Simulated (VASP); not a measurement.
# Si (Fd-3m) in VASP: single point with PBE

Aim: the single point of Si with PBE.

Everything below comes from runs of VASP 6.6.1. Logs are shortened: lines on timing, memory, paths and dates and some standing lists are left out, and cuts for length are marked.

## (1) The cell of the first run

The structure is cubic, space group Fd-3m (No. 227). Conventional cell: a = 5.431 Å, b = 5.431 Å, c = 5.431 Å, α = 90.00°, β = 90.00°, γ = 90.00°. Within 3.1 Å of Si (site symmetry -43m) lie 4 Si at 2.35 Å.

## (2) Single point, PBE

Contents of INCAR:

```
PREC     = Accurate       # precision mode
ENCUT    = 500            # plane-wave cutoff, eV
EDIFF    = 1E-6           # SCF threshold, eV
ISMEAR   = 0              # smearing method
SIGMA    = 0.01           # smearing width, eV
LREAL    = F              # projectors in reciprocal space
LASPH    = T              # aspherical terms in the spheres
NELM     = 120            # most SCF steps
ALGO     = Normal         # electronic algorithm
ISIF     = 2              # what is computed and relaxed
LWAVE    = F              # write WAVECAR
LCHARG   = F              # write CHGCAR
GGA      = PE             # functional
ISYM     = 0            
NBANDS   = 46             # bands
GGA_COMPAT= F
```

Contents of KPOINTS:

```
Automatic mesh
0
Gamma
  1 1 1
  0.5 0.5 0.5
```

Contents of POSCAR:

```
Si
1.0
   10.8620000000      0.0000000000      0.0000000000
    0.0000000000      5.4310000000      0.0000000000
    0.0000000000      0.0000000000      5.4310000000
Si
16
Direct
    0.0000000000      0.0000000000      0.0000000000
    0.1250000000      0.2500000000      0.2500000000
    0.0000000000      0.5000000000      0.5000000000
    0.1250000000      0.7500000000      0.7500000000
    0.2500000000      0.0000000000      0.5000000000
    0.3750000000      0.2500000000      0.7500000000
    0.2500000000      0.5000000000      0.0000000000
    0.3750000000      0.7500000000      0.2500000000
    0.5000000000      0.0000000000      0.0000000000
    0.6250000000      0.2500000000      0.2500000000
    0.5000000000      0.5000000000      0.5000000000
    0.6250000000      0.7500000000      0.7500000000
    0.7500000000      0.0000000000      0.5000000000
    0.8750000000      0.2500000000      0.7500000000
    0.7500000000      0.5000000000      0.0000000000
    0.8750000000      0.7500000000      0.2500000000
```

Potentials or basis: VASP PAW PBE potentials, release 64 (Si).

Launch:

```bash
> cat potpaw_PBE.64/Si/POTCAR > POTCAR
> mpirun -np 1 vasp_std > vasp.out
```

OUTCAR:

```text
PREC = Accurate
   ENCUT = 500
   EDIFF = 1E-6
   ISMEAR = 0
   LREAL = F
   LASPH = T
   NELM = 120
   ISIF = 2
   GGA = PE
   ISYM = 0

 ion  position               nearest neighbor table
   1  0.000  0.000  0.000-   2 2.35   4 2.35  14 2.35  16 2.35
   2  0.125  0.250  0.250-   1 2.35   3 2.35   5 2.35   7 2.35
   3  0.000  0.500  0.500-   2 2.35   4 2.35  14 2.35  16 2.35
   4  0.125  0.750  0.750-   1 2.35   3 2.35   5 2.35   7 2.35
   5  0.250  0.000  0.500-   2 2.35   4 2.35   6 2.35   8 2.35
   6  0.375  0.250  0.750-   5 2.35   7 2.35   9 2.35  11 2.35
   7  0.250  0.500  0.000-   2 2.35   4 2.35   6 2.35   8 2.35
   8  0.375  0.750  0.250-   5 2.35   7 2.35   9 2.35  11 2.35
   9  0.500  0.000  0.000-   6 2.35   8 2.35  10 2.35  12 2.35
  10  0.625  0.250  0.250-   9 2.35  11 2.35  13 2.35  15 2.35
  11  0.500  0.500  0.500-   6 2.35   8 2.35  10 2.35  12 2.35
  12  0.625  0.750  0.750-   9 2.35  11 2.35  13 2.35  15 2.35
  13  0.750  0.000  0.500-  10 2.35  12 2.35  14 2.35  16 2.35
  14  0.875  0.250  0.750-   1 2.35   3 2.35  13 2.35  15 2.35
  15  0.750  0.500  0.000-  10 2.35  12 2.35  14 2.35  16 2.35
  16  0.875  0.750  0.250-   1 2.35   3 2.35  13 2.35  15 2.35

IMPORTANT INFORMATION: All symmetrisations will be switched off!
NOSYMM: (Re-)initialisation of all symmetry stuff for point group C_1.

----------------------------------------------------------------------------------------

                                     Primitive cell

  volume of cell :     320.3830

  direct lattice vectors                    reciprocal lattice vectors
    10.862000000  0.000000000  0.000000000     0.092064077  0.000000000  0.000000000
     0.000000000  5.431000000  0.000000000     0.000000000  0.184128153  0.000000000
     0.000000000  0.000000000  5.431000000     0.000000000  0.000000000  0.184128153

  length of vectors
    10.862000000  5.431000000  5.431000000     0.092064077  0.184128153  0.184128153

  position of ions in fractional coordinates (direct lattice)
     0.000000000  0.000000000  0.000000000
     0.125000000  0.250000000  0.250000000
     0.000000000  0.500000000  0.500000000
     0.125000000  0.750000000  0.750000000
     0.250000000  0.000000000  0.500000000
     0.375000000  0.250000000  0.750000000
     0.250000000  0.500000000  0.000000000
     0.375000000  0.750000000  0.250000000
     0.500000000  0.000000000  0.000000000
     0.625000000  0.250000000  0.250000000
     0.500000000  0.500000000  0.500000000
     0.625000000  0.750000000  0.750000000
     0.750000000  0.000000000  0.500000000
     0.875000000  0.250000000  0.750000000
     0.750000000  0.500000000  0.000000000
     0.875000000  0.750000000  0.250000000

  ion indices of the primitive-cell ions
   primitive index   ion index
                 1           1
                 2           2
                 3           3
                 4           4
                 5           5
                 6           6
                 7           7
                 8           8
                 9           9
                10          10
                11          11
                12          12
                13          13
                14          14
                15          15
                16          16

----------------------------------------------------------------------------------------

 KPOINTS: Automatic mesh

Automatic generation of k-mesh.
 Grid dimensions read from file:
 generate k-points for:    1    1    1

 Generating k-lattice:

  Cartesian coordinates                     Fractional coordinates (reciprocal lattice)
     0.092064077  0.000000000  0.000000000     1.000000000  0.000000000  0.000000000
     0.000000000  0.184128153  0.000000000     0.000000000  1.000000000  0.000000000
     0.000000000  0.000000000  0.184128153     0.000000000  0.000000000  1.000000000

  Length of vectors
     0.092064077  0.184128153  0.184128153

  Shift w.r.t. Gamma in fractional coordinates (k-lattice)
     0.500000000  0.500000000  0.500000000

 Subroutine IBZKPT returns following result:
 ===========================================

 Found      1 irreducible k-points:

 Following reciprocal coordinates:
            Coordinates               Weight
  0.500000  0.500000  0.500000      1.000000
   k-points           NKPTS =      1   k-points in BZ     NKDIM =      1   number of bands    NBANDS=     46
   number of dos      NEDOS =    301   number of ions     NIONS =     16
   total plane-waves  NPLWV = 128000
   dimension x,y,z NGX =    80 NGY =   40 NGZ =   40
   dimension x,y,z NGXF=   160 NGYF=   80 NGZF=   80
   ions per type =              16
   NGX,Y,Z   is equivalent  to a cutoff of  12.24, 12.24, 12.24 a.u.
   NGXF,Y,Z  is equivalent  to a cutoff of  24.49, 24.49, 24.49 a.u.
 SYSTEM =  unknown system
   PREC   = accura    normal or accurate (medium, high low for compatibility)
   ISTART =      0    job   : 0-new  1-cont  2-samecut
   ICHARG =      2    charge: 1-file 2-atom 10-const
   ISPIN  =      1    spin polarized calculation?
   LNONCOLLINEAR =      F non collinear calculations
   LSORBIT =      F    spin-orbit coupling
   LASPH  =      T    aspherical Exc in radial PAW
   ENCUT  =  500.0 eV  36.75 Ry    6.06 a.u.  19.80  9.90  9.90*2*pi/ulx,y,z
   NELM   =    120;   NELMIN=  2; NELMDL= -5     # of ELM steps
   EDIFF  = 0.1E-05   stopping-criterion for ELM
   LREAL  =      F    real-space projection
   EDIFFG = 0.1E-04   stopping-criterion for IOM
   NSW    =      0    number of steps for IOM
   IBRION =     -1    ionic relax: 0-MD 1-quasi-New 2-CG
   NFREE  =      0    steps in history (QN), initial steepest desc. (CG)
   ISIF   =      2    stress and relaxation
   ISYM   =      0    0-nonsym 1-usesym 2-fastsym
   POTIM  = 0.5000    time-step for ionic-motion
   TEBEG  =    0.0;   TEEND  =   0.0 temperature during run
   PSTRESS=    0.0 pullay stress
   NELECT =      64.0000    total number of electrons
   NUPDOWN=      -1.0000    fix difference up-down
   EMIN   =  10.00;   EMAX   =-10.00  energy-range for DOS
   EFERMI =   0.00;   METHOD = LEGACY
   ISMEAR =     0;   SIGMA  =   0.01  broadening in eV -4-tet -1-fermi 0-gaus
   EFERMI_NEDOS =   21; number of points for ismear=-14 and -15
   IALGO  =     38    algorithm
   IMIX   =      4    mixing-type and parameters
     AMIX     =   0.40;   BMIX     =  1.00
     AMIX_MAG =   1.60;   BMIX_MAG =  1.00
  volume/ion in A,a.u.               =      20.02       135.13
  Fermi-wavevector in a.u.,A,eV,Ry     =   0.956999  1.808467 12.460868  0.915848
  Thomas-Fermi vector in A             =   2.085978
   LORBIT       =      0    0 simple, 1 ext, 2 COOP (PROOUT), +10 PAW based schemes
   GGA     = PE    functional components
   LHFCALC =     F    Hartree Fock is set to
   AEXX    =    0.0000 exact exchange contribution
   IVDW    =     0    specifies the selected vdW correction
   LEPSILON=     F    determine dielectric tensor
   LRPA    =     F    only Hartree local field effects (RPA)
 non-spin polarized calculation
 Gauss-broadening in eV      SIGMA  =   0.01
  energy-cutoff  :      500.00
  volume of cell :      320.38
 maximum number of plane-waves:      8128
 NGX is ok and might be reduce to    80
   NGX = 39   NGY = 19   NGZ = 19

 number of electron      64.0000008 magnetization

 Free energy of the ion-electron system (eV)
  ---------------------------------------------------
  ext. energy  EPLUGINS =         0.00000000
  ---------------------------------------------------
  free energy    TOTEN  =       -80.89426376 eV

  energy without entropy =      -80.89426376  energy(sigma->0) =      -80.89426376

 E-fermi :   4.7258     XC(G=0):  -9.3726

 val. band max:        4.6365143582   @ k =   0.5000   0.5000   0.5000
 cond. band min:       8.2359188788   @ k =   0.5000   0.5000   0.5000
 fundamental gap:      3.5994045205
 Fermi energy:         4.7258019263

 k-point     1 :       0.5000    0.5000    0.5000
  band No.  band energies     occupation
      1      -3.8906      2.00000
      2      -3.8906      2.00000
      3      -3.8906      2.00000
      4      -3.8906      2.00000
      5      -3.8906      2.00000
      6      -3.8906      2.00000
      7      -3.8906      2.00000
      8      -3.8906      2.00000
      9      -0.4870      2.00000
     10      -0.4869      2.00000
     11      -0.4869      2.00000
     12      -0.4869      2.00000
     13      -0.4869      2.00000
     14      -0.4869      2.00000
     15      -0.4869      2.00000
     16      -0.4869      2.00000
     17       3.4283      2.00000
     18       3.4283      2.00000
     19       3.4283      2.00000
     20       3.4283      2.00000
     21       3.4283      2.00000
     22       3.4283      2.00000
     23       3.4283      2.00000
     24       3.4283      2.00000
     25       4.6364      2.00000
     26       4.6364      2.00000
     27       4.6365      2.00000
     28       4.6365      2.00000
     29       4.6365      2.00000
     30       4.6365      2.00000
     31       4.6365      2.00000
     32       4.6365      2.00000
     33       8.2359      0.00000
     34       8.2359      0.00000
     35       8.2359      0.00000
     36       8.2359      0.00000
     37       8.2360      0.00000
     38       8.2360      0.00000
     39       8.2360      0.00000
     40       8.2360      0.00000
     41       9.5002      0.00000
     42       9.5002      0.00000
     43       9.5002      0.00000
     44       9.5002      0.00000
 [bands above 44 left out]

------------------------ aborting loop because EDIFF is reached ----------------------------------------

  FORCE on cell =-STRESS in cart. coord.  units (eV):
  Direction    XX          YY          ZZ          XY          YZ          ZX
  --------------------------------------------------------------------------------------
  -------------------------------------------------------------------------------------
  Total        9.4161399      8.8285649      8.8285754      0.0000044     -0.0000047      0.0000274
  in kB       47.0884159     44.1500596     44.1501120      0.0000220     -0.0000236      0.0001372
  external PRESSURE =      45.1295292 kB  Pullay stress =       0.0000000 kB

 VOLUME and BASIS-vectors are now :
 -----------------------------------------------------------------------------
  energy-cutoff  :      500.00
  volume of cell :      320.38
      direct lattice vectors                 reciprocal lattice vectors
    10.862000000  0.000000000  0.000000000     0.092064077  0.000000000  0.000000000
     0.000000000  5.431000000  0.000000000     0.000000000  0.184128153  0.000000000
     0.000000000  0.000000000  5.431000000     0.000000000  0.000000000  0.184128153

 POSITION                                       TOTAL-FORCE (eV/Angst)
 -----------------------------------------------------------------------------------
      0.00000      0.00000      0.00000        -0.000065      0.000007     -0.000012
      1.35775      1.35775      1.35775        -0.000042     -0.000029     -0.000003
      0.00000      2.71550      2.71550        -0.000073     -0.000018      0.000017
      1.35775      4.07325      4.07325        -0.000081      0.000026      0.000016
      2.71550      0.00000      2.71550        -0.000033      0.000002     -0.000026
      4.07325      1.35775      4.07325         0.000036     -0.000008      0.000005
      2.71550      2.71550      0.00000        -0.000010      0.000004      0.000027
      4.07325      4.07325      1.35775         0.000051      0.000003     -0.000003
      5.43100      0.00000      0.00000         0.000096     -0.000002      0.000020
      6.78875      1.35775      1.35775         0.000042     -0.000003      0.000033
      5.43100      2.71550      2.71550         0.000153      0.000010     -0.000025
      6.78875      4.07325      4.07325         0.000053      0.000003     -0.000040
      8.14650      0.00000      2.71550        -0.000037      0.000009     -0.000002
      9.50425      1.35775      4.07325        -0.000019     -0.000030     -0.000007
      8.14650      2.71550      0.00000        -0.000036     -0.000010     -0.000002
      9.50425      4.07325      1.35775        -0.000037      0.000036      0.000002
 -----------------------------------------------------------------------------------
    total drift:                                0.000016     -0.000002      0.000005

  FREE ENERGIE OF THE ION-ELECTRON SYSTEM (eV)
  ---------------------------------------------------
  free  energy   TOTEN  =       -80.8942637624 eV

  energy  without entropy=      -80.8942637624  energy(sigma->0) =      -80.89426376
```

Run time: 27 s. Hardware: 1 thread of Intel Xeon Platinum 8488C (Sapphire Rapids), shared host; peak memory 0.31 GiB.

What came out:

* Free energy: -80.8943 eV
* Pressure: 4.5 GPa
* Band gap on the k mesh: 3.60 eV

Caveat: the k points lie up to 1.16 Å⁻¹ apart.
